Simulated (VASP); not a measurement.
# NaSr7Ti8O23 (a cell with a defect) in VASP: single point with PBEsol

Aim: the single point of NaSr7Ti8O23 (a cell with a defect) with PBEsol.

Everything below comes from runs of VASP 6.6.1. Logs are shortened: lines on timing, memory, paths and dates and some standing lists are left out, and cuts for length are marked.

### 1 The cell of the first run

The cell holds a defect, 39 atoms: a = 7.783 Å, b = 7.783 Å, c = 7.783 Å, α = 90.00°, β = 90.00°, γ = 90.00°.

### 2 Single point, PBEsol

INCAR

```
ALGO     = Normal         # electronic algorithm
EDIFF    = 1E-6           # SCF threshold, eV
ENCUT    = 520            # plane-wave cutoff, eV
GGA      = PS             # functional
ISIF     = 2              # what is computed and relaxed
ISMEAR   = -1             # smearing method
ISYM     = 0            
LASPH    = True           # aspherical terms in the spheres
LCHARG   = False          # write CHGCAR
LREAL    = Auto         
LWAVE    = False          # write WAVECAR
NBANDS   = 180            # bands
NELECT   = 310.0        
NELM     = 100            # most SCF steps
PREC     = Accurate       # precision mode
SIGMA    = 0.05           # smearing width, eV
```

KPOINTS

```
Automatic mesh
0
Gamma
  1 1 1
  0.25 0.25 0.25
```

POSCAR

```
NaSr7Ti8O23
1.0
    7.7828210000      0.0000000000      0.0000000000
    0.0000000000      7.7828210000      0.0000000000
    0.0000000000      0.0000000000      7.7828210000
Sr Na Ti O
7 1 8 23
Direct
    0.9886050000      0.9887600000      0.9959510000
    0.9888560000      0.9891970000      0.4971820000
    0.9870420000      0.5050980000      0.9979790000
    0.9820510000      0.5018910000      0.4975300000
    0.5047120000      0.9873680000      0.9980420000
    0.5017950000      0.9822680000      0.4974880000
    0.5065300000      0.5070060000      0.9992210000
    0.5113230000      0.5111050000      0.4927960000
    0.2503650000      0.2504000000      0.2685720000
    0.2498540000      0.2498920000      0.7320130000
    0.2456220000      0.7428050000      0.2409790000
    0.2461730000      0.7398140000      0.7467750000
    0.7425900000      0.2458860000      0.2409430000
    0.7395570000      0.2464820000      0.7467620000
    0.7429860000      0.7432530000      0.2492880000
    0.7427960000      0.7431020000      0.7452090000
    0.2645840000      0.2633160000      0.5006530000
    0.2524270000      0.7626060000      0.0020870000
    0.2490120000      0.7472450000      0.5029380000
    0.7632280000      0.2520900000      0.0021310000
    0.7460590000      0.2499420000      0.5029950000
    0.7510980000      0.7518710000      0.0023910000
    0.7551020000      0.7548570000      0.5017660000
    0.0089580000      0.2520540000      0.2447570000
    0.0108710000      0.2543460000      0.7607600000
    0.0021580000      0.7512260000      0.2529240000
    0.0026590000      0.7520560000      0.7523130000
    0.4939630000      0.2496980000      0.2163850000
    0.4961310000      0.2512070000      0.7844580000
    0.5005150000      0.7532110000      0.2522750000
    0.5013180000      0.7550750000      0.7525470000
    0.2522610000      0.0092640000      0.2434800000
    0.2536940000      0.0111920000      0.7619540000
    0.2488410000      0.4941030000      0.2170230000
    0.2510480000      0.4964340000      0.7836300000
    0.7503920000      0.0024520000      0.2535420000
    0.7519340000      0.0029920000      0.7517750000
    0.7534380000      0.5008280000      0.2516860000
    0.7544710000      0.5016460000      0.7531630000
```

Potentials or basis: VASP PAW PBE potentials, release 64 (Sr_sv, Na_pv, Ti_sv, O).

Run with:

```bash
> cat potpaw_PBE.64/Sr_sv/POTCAR potpaw_PBE.64/Na_pv/POTCAR potpaw_PBE.64/Ti_sv/POTCAR potpaw_PBE.64/O/POTCAR > POTCAR
> mpirun -np 1 vasp_std > vasp.out
```

OUTCAR:

```text
EDIFF = 1E-6
   ENCUT = 520
   GGA = PS
   ISIF = 2
   ISMEAR = -1
   ISYM = 0
   LASPH = True
   LREAL = Auto
   NELECT = 310.0
   NELM = 100
   PREC = Accurate

 ion  position               nearest neighbor table
   1  0.989  0.989  0.996-  22 2.61  27 2.65  37 2.65  20 2.70  18 2.70  26 2.73  36 2.73  33 2.76
                            25 2.77  32 2.82  24 2.82  16 3.34  15 3.35  11 3.36  13 3.36  12 3.40
   2  0.989  0.989  0.497-  23 2.58  36 2.66  26 2.66  37 2.71  27 2.71  19 2.77  21 2.77  24 2.84
                            32 2.85  25 2.91  33 2.92  17 3.03  15 3.32  16 3.33   9 3.38  14 3.40
   3  0.987  0.505  0.998-  39 2.63  20 2.63  35 2.65  22 2.66  34 2.66  38 2.68  25 2.69  27 2.71
                            24 2.76  26 2.76  18 2.88  15 3.30  16 3.30  11 3.32  12 3.35  13 3.36
   4  0.982  0.502  0.498-  38 2.61  23 2.65  39 2.66  21 2.69  26 2.72  24 2.77  27 2.78  25 2.82
                            19 2.82  17 2.88  34 3.01  35 3.06  16 3.27  15 3.27  14 3.36   9 3.37
   5  0.505  0.987  0.998-  18 2.63  31 2.63  29 2.64  22 2.65  28 2.66  33 2.69  30 2.69  37 2.72
                            32 2.75  36 2.76  20 2.88  15 3.30  16 3.30  13 3.32  14 3.35  11 3.36
   6  0.502  0.982  0.497-  30 2.61  23 2.65  31 2.66  19 2.69  36 2.72  32 2.78  37 2.78  21 2.82
                            33 2.83  17 2.86  28 3.02  29 3.06  16 3.27  15 3.27  12 3.36   9 3.37
   7  0.507  0.507  0.999-  29 2.60  35 2.60  28 2.62  34 2.63  22 2.69  39 2.72  31 2.72  30 2.75
                            38 2.75  18 2.81  20 2.82  15 3.25  16 3.27  11 3.32  13 3.32  12 3.35
   8  0.511  0.511  0.493-   4 3.66   6 3.67   7 3.84   7 3.94
   9  0.250  0.250  0.269-  17 1.81  32 1.89  24 1.89  34 1.94  28 1.94   6 3.37   4 3.37   2 3.38
                             7 3.52   5 3.54   3 3.54   1 3.58
  10  0.250  0.250  0.732-  17 1.81  33 1.87  25 1.87  29 1.96  35 1.96   6 3.39   4 3.39   2 3.40
                             7 3.51   5 3.52   3 3.52   1 3.53
  11  0.246  0.743  0.241-  18 1.87  26 1.90  34 1.94  30 1.99  19 2.04  32 2.07   7 3.32   3 3.32
                             5 3.36   1 3.36   6 3.38   2 3.41   4 3.42
  12  0.246  0.740  0.747-  27 1.90  19 1.90  35 1.92  31 1.99  18 2.00  33 2.12   3 3.35   7 3.35
                             6 3.36   4 3.38   1 3.40   2 3.40   5 3.40
  13  0.743  0.246  0.241-  20 1.87  36 1.90  28 1.94  38 1.99  21 2.04  24 2.07   7 3.32   5 3.32
                             3 3.36   1 3.36   4 3.38   2 3.41   6 3.42
  14  0.740  0.246  0.747-  37 1.90  21 1.90  29 1.92  39 1.99  20 2.00  25 2.12   5 3.35   7 3.36
                             4 3.36   6 3.38   1 3.40   2 3.40   3 3.40
  15  0.743  0.743  0.249-  38 1.89  30 1.89  22 1.92  23 1.97  26 2.02  36 2.02   7 3.25   6 3.27
                             4 3.27   3 3.30   5 3.30   2 3.32   1 3.35
  16  0.743  0.743  0.745-  39 1.88  31 1.88  23 1.90  22 2.00  27 2.02  37 2.02   7 3.27   6 3.27
                             4 3.27   3 3.30   5 3.30   2 3.33   1 3.34
  17  0.265  0.263  0.501-  10 1.81   9 1.81   6 2.86   4 2.88   2 3.03
  18  0.252  0.763  0.002-  11 1.87  12 2.00   5 2.63   1 2.70   7 2.81   3 2.88
  19  0.249  0.747  0.503-  12 1.90  11 2.04   6 2.69   2 2.77   4 2.82
  20  0.763  0.252  0.002-  13 1.87  14 2.00   3 2.63   1 2.70   7 2.82   5 2.88
  21  0.746  0.250  0.503-  14 1.90  13 2.04   4 2.69   2 2.77   6 2.82
[... 4 lines left out ...]
  26  0.002  0.751  0.253-  11 1.90  15 2.02   2 2.66   4 2.72   1 2.73   3 2.76
  27  0.003  0.752  0.752-  12 1.90  16 2.02   1 2.65   2 2.71   3 2.71   4 2.78
  28  0.494  0.250  0.216-   9 1.94  13 1.94   7 2.62   5 2.66   6 3.02
  29  0.496  0.251  0.784-  14 1.92  10 1.96   7 2.60   5 2.64   6 3.06
  30  0.501  0.753  0.252-  15 1.89  11 1.99   6 2.61   5 2.69   7 2.75
  31  0.501  0.755  0.753-  16 1.88  12 1.99   5 2.63   6 2.66   7 2.72
  32  0.252  0.009  0.243-   9 1.89  11 2.07   5 2.75   6 2.78   1 2.82   2 2.85
  33  0.254  0.011  0.762-  10 1.87  12 2.12   5 2.69   1 2.76   6 2.83   2 2.92
  34  0.249  0.494  0.217-   9 1.94  11 1.94   7 2.63   3 2.66   4 3.01
  35  0.251  0.496  0.784-  12 1.92  10 1.96   7 2.60   3 2.65   4 3.06
  36  0.750  0.002  0.254-  13 1.90  15 2.02   2 2.66   6 2.72   1 2.73   5 2.76
  37  0.752  0.003  0.752-  14 1.90  16 2.02   1 2.65   2 2.71   5 2.72   6 2.78
  38  0.753  0.501  0.252-  15 1.89  13 1.99   4 2.61   3 2.68   7 2.75
  39  0.754  0.502  0.753-  16 1.88  14 1.99   3 2.63   4 2.66   7 2.72

IMPORTANT INFORMATION: All symmetrisations will be switched off!
NOSYMM: (Re-)initialisation of all symmetry stuff for point group C_1.

----------------------------------------------------------------------------------------

                                     Primitive cell

  volume of cell :     471.4234

  direct lattice vectors                    reciprocal lattice vectors
     7.782821000  0.000000000  0.000000000     0.128488115  0.000000000  0.000000000
     0.000000000  7.782821000  0.000000000     0.000000000  0.128488115  0.000000000
     0.000000000  0.000000000  7.782821000     0.000000000  0.000000000  0.128488115

  length of vectors
     7.782821000  7.782821000  7.782821000     0.128488115  0.128488115  0.128488115

  position of ions in fractional coordinates (direct lattice)
     0.988605000  0.988760000  0.995951000
     0.988856000  0.989197000  0.497182000
     0.987042000  0.505098000  0.997979000
     0.982051000  0.501891000  0.497530000
[... 95 lines left out ...]

  Shift w.r.t. Gamma in fractional coordinates (k-lattice)
     0.250000000  0.250000000  0.250000000

 Subroutine IBZKPT returns following result:
 ===========================================

 Found      4 irreducible k-points:

 Following reciprocal coordinates:
            Coordinates               Weight
  0.250000  0.250000  0.250000      2.000000
 -0.250000  0.250000  0.250000      2.000000
 -0.250000 -0.250000  0.250000      2.000000
  0.250000 -0.250000  0.250000      2.000000
   k-points           NKPTS =      4   k-points in BZ     NKDIM =      4   number of bands    NBANDS=    180
   number of dos      NEDOS =    301   number of ions     NIONS =     39
   total plane-waves  NPLWV = 216000
   dimension x,y,z NGX =    60 NGY =   60 NGZ =   60
   dimension x,y,z NGXF=   120 NGYF=  120 NGZF=  120
   ions per type =               7   1   8  23
   NGX,Y,Z   is equivalent  to a cutoff of  12.82, 12.82, 12.82 a.u.
   NGXF,Y,Z  is equivalent  to a cutoff of  25.63, 25.63, 25.63 a.u.
 SYSTEM =  unknown system
   PREC   = accura    normal or accurate (medium, high low for compatibility)
   ISTART =      0    job   : 0-new  1-cont  2-samecut
   ICHARG =      2    charge: 1-file 2-atom 10-const
   ISPIN  =      1    spin polarized calculation?
   LNONCOLLINEAR =      F non collinear calculations
   LSORBIT =      F    spin-orbit coupling
   LASPH  =      T    aspherical Exc in radial PAW
   ENCUT  =  520.0 eV  38.22 Ry    6.18 a.u.  14.47 14.47 14.47*2*pi/ulx,y,z
   NELM   =    100;   NELMIN=  2; NELMDL= -5     # of ELM steps
   EDIFF  = 0.1E-05   stopping-criterion for ELM
   LREAL  =      T    real-space projection
   EDIFFG = 0.1E-04   stopping-criterion for IOM
   NSW    =      0    number of steps for IOM
   IBRION =     -1    ionic relax: 0-MD 1-quasi-New 2-CG
   NFREE  =      0    steps in history (QN), initial steepest desc. (CG)
   ISIF   =      2    stress and relaxation
   ISYM   =      0    0-nonsym 1-usesym 2-fastsym
   POTIM  = 0.5000    time-step for ionic-motion
   TEBEG  =    0.0;   TEEND  =   0.0 temperature during run
   PSTRESS=    0.0 pullay stress
   NELECT =     310.0000    total number of electrons
   NUPDOWN=      -1.0000    fix difference up-down
   EMIN   =  10.00;   EMAX   =-10.00  energy-range for DOS
   EFERMI =   0.00;   METHOD = LEGACY
   ISMEAR =    -1;   SIGMA  =   0.05  broadening in eV -4-tet -1-fermi 0-gaus
   EFERMI_NEDOS =   21; number of points for ismear=-14 and -15
   IALGO  =     38    algorithm
   IMIX   =      4    mixing-type and parameters
     AMIX     =   0.40;   BMIX     =  1.00
     AMIX_MAG =   1.60;   BMIX_MAG =  1.00
  volume/ion in A,a.u.               =      12.09        81.57
  Fermi-wavevector in a.u.,A,eV,Ry     =   1.423612  2.690237 27.574541  2.026672
  Thomas-Fermi vector in A             =   2.544191
   LORBIT       =      0    0 simple, 1 ext, 2 COOP (PROOUT), +10 PAW based schemes
   GGA     = PS    functional components
   LHFCALC =     F    Hartree Fock is set to
   AEXX    =    0.0000 exact exchange contribution
   IVDW    =     0    specifies the selected vdW correction
   LEPSILON=     F    determine dielectric tensor
   LRPA    =     F    only Hartree local field effects (RPA)
 non-spin polarized calculation
  energy-cutoff  :      520.00
  volume of cell :      471.42
 maximum number of plane-waves:     12704
 NGX is ok and might be reduce to    60
   NGX = 29   NGY = 29   NGZ = 29

 number of electron     309.9999989 magnetization

 Free energy of the ion-electron system (eV)
  ---------------------------------------------------
  ext. energy  EPLUGINS =         0.00000000
  ---------------------------------------------------
  free energy    TOTEN  =      -329.03268030 eV

  energy without entropy =     -329.03268030  energy(sigma->0) =     -329.03268030

 E-fermi :   4.8522     XC(G=0): -11.3000

 val. band max:        3.6140850926   @ k =   0.2500   0.2500   0.2500
 cond. band min:       6.2278803133   @ k =  -0.2500  -0.2500   0.2500
 fundamental gap:      2.6137952207
 Fermi energy:         4.8522453805

 k-point     1 :       0.2500    0.2500    0.2500
  band No.  band energies     occupation
      1     -52.4612      2.00000
      2     -52.4570      2.00000
      3     -52.3709      2.00000
      4     -52.3691      2.00000
      5     -52.3640      2.00000
      6     -52.3638      2.00000
[... 669 lines left out ...]
    166       7.4056      0.00000
    167       7.4145      0.00000
 [bands above 167 left out]

------------------------ aborting loop because EDIFF is reached ----------------------------------------

  FORCE on cell =-STRESS in cart. coord.  units (eV):
  Direction    XX          YY          ZZ          XY          YZ          ZX
  --------------------------------------------------------------------------------------
  -------------------------------------------------------------------------------------
  Total       -8.6383825     -8.5657030     -6.6752575      0.1726939      0.3233187      0.3260907
  in kB      -29.3583664    -29.1113583    -22.6864990      0.5869168      1.0988293      1.1082504
  external PRESSURE =     -27.0520745 kB  Pullay stress =       0.0000000 kB

 VOLUME and BASIS-vectors are now :
 -----------------------------------------------------------------------------
  energy-cutoff  :      520.00
  volume of cell :      471.42
      direct lattice vectors                 reciprocal lattice vectors
     7.782821000  0.000000000  0.000000000     0.128488115  0.000000000  0.000000000
     0.000000000  7.782821000  0.000000000     0.000000000  0.128488115  0.000000000
     0.000000000  0.000000000  7.782821000     0.000000000  0.000000000  0.128488115

 POSITION                                       TOTAL-FORCE (eV/Angst)
 -----------------------------------------------------------------------------------
      7.69414      7.69534      7.75131         0.024614      0.026121      0.033157
      7.69609      7.69874      3.86948         0.031152      0.031200      0.010712
      7.68197      3.93109      7.76709         0.016235      0.000191      0.004220
      7.64313      3.90613      3.87219         0.028783      0.012454      0.000034
      3.92808      7.68451      7.76758        -0.000129      0.016701      0.004945
      3.90538      7.64482      3.87186         0.010940      0.027578      0.001067
[... 31 lines left out ...]
      5.86387      3.89785      1.95883        -0.032016     -0.051676     -0.009774
      5.87191      3.90422      5.86173        -0.023185     -0.061751     -0.042296
 -----------------------------------------------------------------------------------
    total drift:                               -0.012212     -0.015068      0.009106

  FREE ENERGIE OF THE ION-ELECTRON SYSTEM (eV)
  ---------------------------------------------------
  free  energy   TOTEN  =      -329.0326803008 eV

  energy  without entropy=     -329.0326803008  energy(sigma->0) =     -329.03268030
```

Run time: 16 min. Hardware: 1 thread of Intel Xeon Platinum 8259CL at 2.50GHz (Skylake/Cascade Lake), shared host; peak memory 0.63 GiB.

What came out:

| Item | Value |
| --- | --- |
| Free energy | -329.0327 eV |
| Largest force | 0.175 eV/Å |

Forces in eV/Å, atoms in the order of the input:
```
Sr   0.025  0.026  0.033
Sr   0.031  0.031  0.011
Sr   0.016  0.000  0.004
Sr   0.029  0.012  0.000
Sr   0.000  0.017  0.005
Sr   0.011  0.028  0.001
Sr   0.015  0.015 -0.022
Na  -0.002  0.000  0.006
Ti   0.049  0.050 -0.063
Ti   0.076  0.077  0.090
Ti   0.085  0.026  0.093
Ti   0.094  0.078  0.042
Ti   0.025  0.083  0.092
Ti   0.076  0.092  0.045
Ti   0.075  0.081  0.085
Ti   0.099  0.099  0.104
O    0.001 -0.002  0.000
O   -0.027 -0.010 -0.060
O   -0.026 -0.009 -0.043
O   -0.008 -0.026 -0.062
O   -0.012 -0.027 -0.045
O   -0.017 -0.017 -0.053
O   -0.027 -0.029 -0.063
O   -0.023 -0.027 -0.016
O   -0.078 -0.035 -0.013
O   -0.057 -0.024 -0.025
O   -0.062 -0.026 -0.024
O    0.008 -0.014  0.015
O   -0.053 -0.028  0.019
O   -0.053 -0.033 -0.012
O   -0.062 -0.024 -0.041
O   -0.029 -0.026 -0.017
O   -0.031 -0.080 -0.016
O   -0.012  0.015  0.011
O   -0.029 -0.059  0.023
O   -0.023 -0.059 -0.027
O   -0.027 -0.060 -0.026
O   -0.032 -0.052 -0.010
O   -0.023 -0.062 -0.042
```

Caveat: the cell carries a net charge on a neutralising background, which shifts energy and pressure; the cell is charged against a uniform background, so pressure and absolute levels hang on convention; the PAW data sets were made with another functional, which shifts forces and pressure a little.
